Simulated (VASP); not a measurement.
# BiTe (R-3m) in VASP: a series of runs

The runs below take BiTe through single point, relaxation of shape and atoms at fixed volume, with r2SCAN.

All numbers are computed with VASP 6.6.1; they aren't measurements. Logs are shortened: lines on timing, memory, paths and dates and some standing lists are left out, and cuts for length are marked.

### Step 1. The cell of the first run

Symmetry: R-3m, No. 166, trigonal system. Conventional cell: a = 4.843 Å, b = 4.843 Å, c = 10.100 Å, α = 90.00°, β = 90.00°, γ = 120.00°. Bi (site symmetry -3m) has 6 Te at 3.26 Å and 6 Bi at 4.38 Å within 4.4 Å. Within 4.4 Å of Te (site symmetry -3m) lie 6 Bi at 3.26 Å and 6 Te at 4.38 Å.

### Step 2. Single point, r2SCAN (34.19 Å³/atom)

File POSCAR:

```
BiTe
1.0
    2.4213693086      1.3979782221      3.3666525523
   -2.4213693086      1.3979782221      3.3666525523
    0.0000000000     -2.7959564443      3.3666525523
Bi Te
1 1
Direct
    0.5000000000      0.5000000000      0.5000000000
    0.0000000000      0.0000000000      0.0000000000
```

File INCAR.step1:

```
PREC = Accurate
ENCUT = 520
ISMEAR = 0
SIGMA = 0.1
LREAL = F
LASPH = T
NELM = 60
NBANDS = 18
GGA = PE
ALGO = Normal
EDIFF = 1E-4
LWAVE = T
LCHARG = F
```

File INCAR.step2:

```
PREC = Accurate
ENCUT = 520
EDIFF = 1E-6
ISMEAR = 0
SIGMA = 0.1
LREAL = F
LASPH = T
NELM = 60
ALGO = Normal
ISIF = 2
LWAVE = F
LCHARG = F
METAGGA = R2SCAN
LMIXTAU = T
NBANDS = 18
ISTART = 1
```

File KPOINTS:

```
Automatic mesh
0
Gamma
  12 12 12
```

Potentials or basis: VASP PAW PBE potentials, release 64 (Bi_d, Te).

Run with:

```console
> cat potpaw_PBE.64/Bi_d/POTCAR potpaw_PBE.64/Te/POTCAR > POTCAR
> cp INCAR.step1 INCAR
> mpirun -np 1 vasp_std > vasp.out
> cp INCAR.step2 INCAR
> mpirun -np 1 vasp_std > vasp.out
```

OUTCAR:

```text
PREC = Accurate
   ENCUT = 520
   EDIFF = 1E-6
   ISMEAR = 0
   LREAL = F
   LASPH = T
   NELM = 60
   ISIF = 2
   METAGGA = R2SCAN
   ISTART = 1

 ion  position               nearest neighbor table
   1  0.500  0.500  0.500-   2 3.26   2 3.26   2 3.26   2 3.26   2 3.26   2 3.26
   2  0.000  0.000  0.000-   1 3.26   1 3.26   1 3.26   1 3.26   1 3.26   1 3.26

  LATTYP: Found a trigonal (rhomboedric) cell.
 ALAT       =     4.3762680272
 COS(alpha) =     0.3877282287

  Lattice vectors:

 A1 = (   2.4213693086,   1.3979782221,   3.3666525523)
 A2 = (  -2.4213693086,   1.3979782221,   3.3666525523)
 A3 = (   0.0000000000,  -2.7959564443,   3.3666525523)

Analysis of symmetry for initial positions (statically):
=====================================================================
 Subroutine PRICEL returns:
 Original cell was already a primitive cell.

 Routine SETGRP: Setting up the symmetry group for a
 trigonal (rhombohedral) supercell.

 Subroutine GETGRP returns: Found 12 space group operations
 (whereof 12 operations were pure point group operations)
 out of a pool of 12 trial point group operations.

The static configuration has the point symmetry D_3d.

Analysis of symmetry for dynamics (positions and initial velocities):
=====================================================================
 Subroutine PRICEL returns:
 Original cell was already a primitive cell.

 Routine SETGRP: Setting up the symmetry group for a
 trigonal (rhombohedral) supercell.

 Subroutine GETGRP returns: Found 12 space group operations
 (whereof 12 operations were pure point group operations)
 out of a pool of 12 trial point group operations.

The dynamic configuration has the point symmetry D_3d.

 Subroutine INISYM returns: Found 12 space group operations
 (whereof 12 operations are pure point group operations),
 and found     1 'primitive' translations

----------------------------------------------------------------------------------------

                                     Primitive cell

  volume of cell :      68.3771

  direct lattice vectors                    reciprocal lattice vectors
     2.421369309  1.397978222  3.366652552     0.206494729  0.119219788  0.099010316
    -2.421369309  1.397978222  3.366652552    -0.206494729  0.119219788  0.099010316
     0.000000000 -2.795956444  3.366652552     0.000000000 -0.238439575  0.099010316

  length of vectors
     4.376268027  4.376268027  4.376268027     0.258179150  0.258179150  0.258179150

  position of ions in fractional coordinates (direct lattice)
     0.500000000  0.500000000  0.500000000
     0.000000000  0.000000000  0.000000000

  ion indices of the primitive-cell ions
   primitive index   ion index
                 1           1
                 2           2

----------------------------------------------------------------------------------------

 KPOINTS: Automatic mesh

Automatic generation of k-mesh.
 Grid dimensions read from file:
 generate k-points for:   12   12   12

 Generating k-lattice:

  Cartesian coordinates                     Fractional coordinates (reciprocal lattice)
     0.017207894  0.009934982  0.008250860     0.083333333  0.000000000  0.000000000
    -0.017207894  0.009934982  0.008250860     0.000000000  0.083333333  0.000000000
     0.000000000 -0.019869965  0.008250860     0.000000000  0.000000000  0.083333333

  Length of vectors
     0.021514929  0.021514929  0.021514929

  Shift w.r.t. Gamma in fractional coordinates (k-lattice)
     0.000000000  0.000000000  0.000000000

 Subroutine IBZKPT returns following result:
 ===========================================

 Found    189 irreducible k-points:

 Following reciprocal coordinates:
            Coordinates               Weight
  0.000000  0.000000  0.000000      1.000000
  0.083333 -0.000000 -0.000000      6.000000
  0.166667 -0.000000 -0.000000      6.000000
  0.250000 -0.000000 -0.000000      6.000000
  0.333333 -0.000000 -0.000000      6.000000
  0.416667 -0.000000 -0.000000      6.000000
[... 16 lines left out ...]
  0.500000  0.166667 -0.000000     12.000000
 -0.416667  0.166667  0.000000     12.000000
 [... further k-points ...]
   k-points           NKPTS =    189   k-points in BZ     NKDIM =    189   number of bands    NBANDS=     18
   number of dos      NEDOS =    301   number of ions     NIONS =      2
   total plane-waves  NPLWV =  46656
   dimension x,y,z NGX =    36 NGY =   36 NGZ =   36
   dimension x,y,z NGXF=    72 NGYF=   72 NGZF=   72
   ions per type =               1   1
   NGX,Y,Z   is equivalent  to a cutoff of  13.68, 13.68, 13.68 a.u.
   NGXF,Y,Z  is equivalent  to a cutoff of  27.35, 27.35, 27.35 a.u.
 SYSTEM =  unknown system
   PREC   = accura    normal or accurate (medium, high low for compatibility)
   ISTART =      1    job   : 0-new  1-cont  2-samecut
   ICHARG =      0    charge: 1-file 2-atom 10-const
   ISPIN  =      1    spin polarized calculation?
   LNONCOLLINEAR =      F non collinear calculations
   LSORBIT =      F    spin-orbit coupling
   LASPH  =      T    aspherical Exc in radial PAW
   ENCUT  =  520.0 eV  38.22 Ry    6.18 a.u.   8.14  8.14  8.14*2*pi/ulx,y,z
   NELM   =     60;   NELMIN=  2; NELMDL=  0     # of ELM steps
   EDIFF  = 0.1E-05   stopping-criterion for ELM
   LREAL  =      F    real-space projection
   EDIFFG = 0.1E-04   stopping-criterion for IOM
   NSW    =      0    number of steps for IOM
   IBRION =     -1    ionic relax: 0-MD 1-quasi-New 2-CG
   NFREE  =      0    steps in history (QN), initial steepest desc. (CG)
   ISIF   =      2    stress and relaxation
   ISYM   =      2    0-nonsym 1-usesym 2-fastsym
   POTIM  = 0.5000    time-step for ionic-motion
   TEBEG  =    0.0;   TEEND  =   0.0 temperature during run
   PSTRESS=    0.0 pullay stress
   NELECT =      21.0000    total number of electrons
   NUPDOWN=      -1.0000    fix difference up-down
   EMIN   =  10.00;   EMAX   =-10.00  energy-range for DOS
   EFERMI =   0.00;   METHOD = LEGACY
   ISMEAR =     0;   SIGMA  =   0.10  broadening in eV -4-tet -1-fermi 0-gaus
   EFERMI_NEDOS =   21; number of points for ismear=-14 and -15
   IALGO  =     38    algorithm
   IMIX   =      4    mixing-type and parameters
     AMIX     =   0.40;   BMIX     =  1.00
     AMIX_MAG =   1.60;   BMIX_MAG =  1.00
  volume/ion in A,a.u.               =      34.19       230.72
  Fermi-wavevector in a.u.,A,eV,Ry     =   1.104530  2.087259 16.598931  1.219987
  Thomas-Fermi vector in A             =   2.241004
   LORBIT       =      0    0 simple, 1 ext, 2 COOP (PROOUT), +10 PAW based schemes
   METAGGA = R2SCAN    functional components
   LHFCALC =     F    Hartree Fock is set to
   AEXX    =    0.0000 exact exchange contribution
   IVDW    =     0    specifies the selected vdW correction
   LEPSILON=     F    determine dielectric tensor
   LRPA    =     F    only Hartree local field effects (RPA)
 non-spin polarized calculation
 Gauss-broadening in eV      SIGMA  =   0.10
  energy-cutoff  :      520.00
  volume of cell :       68.38
 maximum number of plane-waves:      1860
 NGX is ok and might be reduce to    36
   NGX = 17   NGY = 17   NGZ = 17

 number of electron      21.0000006 magnetization

 Free energy of the ion-electron system (eV)
  ---------------------------------------------------
  ext. energy  EPLUGINS =         0.00000000
  ---------------------------------------------------
  free energy    TOTEN  =       -84.03144440 eV

  energy without entropy =      -84.02414957  energy(sigma->0) =      -84.02779699

 E-fermi :   6.4700     XC(G=0):  -9.9691

 val. band max:        6.4681834250   @ k =  -0.2500   0.1667   0.0000
 cond. band min:       6.4736183704   @ k =   0.5000   0.3333   0.1667
 fundamental gap:      0.0054349454
 Fermi energy:         6.4700198134

 k-point     1 :       0.0000    0.0000    0.0000
  band No.  band energies     occupation
      1     -17.5231      2.00000
      2     -17.5231      2.00000
      3     -17.5073      2.00000
      4     -17.5073      2.00000
      5     -17.4909      2.00000
      6      -7.5689      2.00000
[... 10 lines left out ...]
     17      13.3504      0.00000
     18      13.6066      0.00000

 k-point     2 :       0.0833   -0.0000   -0.0000
  band No.  band energies     occupation
      1     -17.5231      2.00000
      2     -17.5229      2.00000
      3     -17.5077      2.00000
      4     -17.5068      2.00000
      5     -17.4908      2.00000
      6      -7.5071      2.00000
[... 10 lines left out ...]
     17      13.6743      0.00000
     18      13.9002      0.00000

 k-point     3 :       0.1667   -0.0000   -0.0000
  band No.  band energies     occupation
      1     -17.5231      2.00000
      2     -17.5226      2.00000
      3     -17.5087      2.00000
      4     -17.5056      2.00000
      5     -17.4903      2.00000
      6      -7.3225      2.00000
[... 10 lines left out ...]
     17      14.4878      0.00000
     18      14.7785      0.00000

 k-point     4 :       0.2500   -0.0000   -0.0000
  band No.  band energies     occupation
      1     -17.5233      2.00000
      2     -17.5222      2.00000
      3     -17.5099      2.00000
      4     -17.5040      2.00000
      5     -17.4894      2.00000
      6      -7.0184      2.00000
[... 10 lines left out ...]
     17      15.4089      0.00000
     18      15.9498      0.00000

 k-point     5 :       0.3333   -0.0000   -0.0000
  band No.  band energies     occupation
      1     -17.5236      2.00000
      2     -17.5221      2.00000
      3     -17.5109      2.00000
      4     -17.5026      2.00000
      5     -17.4881      2.00000
      6      -6.6009      2.00000
[... 10 lines left out ...]
     17      15.7307      0.00000
     18      16.8678      0.00000

 k-point     6 :       0.4167   -0.0000   -0.0000
  band No.  band energies     occupation
      1     -17.5239      2.00000
      2     -17.5221      2.00000
      3     -17.5115      2.00000
      4     -17.5018      2.00000
      5     -17.4870      2.00000
      6      -6.0820      2.00000
[... 10 lines left out ...]
     17      15.7126      0.00000
     18      16.3401      0.00000

 k-point     7 :       0.5000   -0.0000   -0.0000
  band No.  band energies     occupation
      1     -17.5240      2.00000
      2     -17.5222      2.00000
      3     -17.5117      2.00000
      4     -17.5015      2.00000
      5     -17.4865      2.00000
      6      -5.5808      2.00000
[... 10 lines left out ...]
     17      14.9566      0.00000
     18      17.3707      0.00000

 k-point     8 :       0.0833    0.0833   -0.0000
  band No.  band energies     occupation
      1     -17.5234      2.00000
      2     -17.5227      2.00000
      3     -17.5077      2.00000
      4     -17.5064      2.00000
      5     -17.4908      2.00000
      6      -7.4820      2.00000
[... 10 lines left out ...]
     17      13.4893      0.00000
     18      13.6928      0.00000
[... 229 lines left out ...]
     17      13.7982      0.00000
     18      13.9431      0.00000

 k-point    20 :       0.2500    0.1667   -0.0000
  band No.  band energies     occupation
      1     -17.5254      2.00000
      2     -17.5215      2.00000
      3     -17.5092      2.00000
      4     -17.5020      2.00000
      5     -17.4898      2.00000
      6      -7.0040      2.00000
[... 10 lines left out ...]
     17      14.1086      0.00000
     18      14.6200      0.00000

 k-point    21 :       0.3333    0.1667    0.0000
  band No.  band energies     occupation
      1     -17.5259      2.00000
      2     -17.5215      2.00000
      3     -17.5099      2.00000
      4     -17.5006      2.00000
      5     -17.4887      2.00000
      6      -6.6709      2.00000
[... 10 lines left out ...]
     17      15.0757      0.00000
     18      15.7581      0.00000

 k-point    22 :       0.4167    0.1667   -0.0000
  band No.  band energies     occupation
      1     -17.5259      2.00000
      2     -17.5219      2.00000
      3     -17.5103      2.00000
      4     -17.5000      2.00000
      5     -17.4875      2.00000
      6      -6.2399      2.00000
[... 10 lines left out ...]
     17      16.3147      0.00000
     18      16.7102      0.00000

 k-point    23 :       0.5000    0.1667   -0.0000
  band No.  band energies     occupation
      1     -17.5253      2.00000
      2     -17.5224      2.00000
      3     -17.5104      2.00000
      4     -17.5000      2.00000
      5     -17.4869      2.00000
      6      -5.7343      2.00000
[... 10 lines left out ...]
     17      16.7521      0.00000
     18      17.5576      0.00000

 k-point    24 :      -0.4167    0.1667    0.0000
  band No.  band energies     occupation
      1     -17.5243      2.00000
      2     -17.5229      2.00000
      3     -17.5103      2.00000
      4     -17.5007      2.00000
      5     -17.4872      2.00000
      6      -5.5769      2.00000
[... 10 lines left out ...]
     17      16.0543      0.00000
     18      16.6623      0.00000

 [... further k-points ...]
[... 5 lines left out ...]
  --------------------------------------------------------------------------------------
  -------------------------------------------------------------------------------------
  Total       -0.5746338     -0.5746338     -0.5569456      0.0000000      0.0000000      0.0000000
  in kB      -13.4645170    -13.4645170    -13.0500548      0.0000000      0.0000000      0.0000000
  external PRESSURE =     -13.3263629 kB  Pullay stress =       0.0000000 kB

 VOLUME and BASIS-vectors are now :
 -----------------------------------------------------------------------------
  energy-cutoff  :      520.00
  volume of cell :       68.38
      direct lattice vectors                 reciprocal lattice vectors
     2.421369309  1.397978222  3.366652552     0.206494729  0.119219788  0.099010316
    -2.421369309  1.397978222  3.366652552    -0.206494729  0.119219788  0.099010316
     0.000000000 -2.795956444  3.366652552     0.000000000 -0.238439575  0.099010316

 POSITION                                       TOTAL-FORCE (eV/Angst)
 -----------------------------------------------------------------------------------
      0.00000     -0.00000      5.04998         0.000000      0.000000      0.000000
      0.00000      0.00000      0.00000         0.000000     -0.000000     -0.000000
 -----------------------------------------------------------------------------------
    total drift:                               -0.000000     -0.000000      0.000000

  FREE ENERGIE OF THE ION-ELECTRON SYSTEM (eV)
  ---------------------------------------------------
  free  energy   TOTEN  =       -84.0314444049 eV

  energy  without entropy=      -84.0241495678  energy(sigma->0) =      -84.02779699
```

Wall time 9.4 min (1 thread of AMD EPYC 9R45 (Zen 5), shared host); peak memory 0.36 GiB.

What came out:

* Free energy: -84.0314 eV
* Pressure: -1.3 GPa
* Band gap on the k mesh: zero (an odd number of electrons rules out a gap without spin polarisation)

Levels at points of the mesh, in eV from the Fermi level:
| k point | band 7 | band 8 | band 9 | band 10 | band 11 | band 12 | band 13 | band 14 |
| --- | --- | --- | --- | --- | --- | --- | --- | --- |
| (0.00, 0.00, 0.00) | -8.51 | -3.13 | -3.13 | -1.89 | 1.87 | 2.55 | 2.55 | 4.47 |
| (0.50, 0.00, 0.00) | -11.79 | -2.06 | -1.95 | -1.20 | -0.89 | -0.66 | 0.22 | 7.13 |
| (0.50, 0.50, 0.00) | -10.35 | -5.84 | -4.68 | -3.61 | 2.71 | 3.19 | 3.73 | 4.77 |
| (0.50, 0.50, 0.50) | -11.41 | -2.50 | -2.50 | -2.28 | -1.46 | -1.27 | -1.27 | 8.42 |

Caveat: the PAW data sets were made with another functional, which shifts forces and pressure a little; spin-orbit coupling is left out, which moves the levels of the heavy elements.

[end of part 1 of 2]
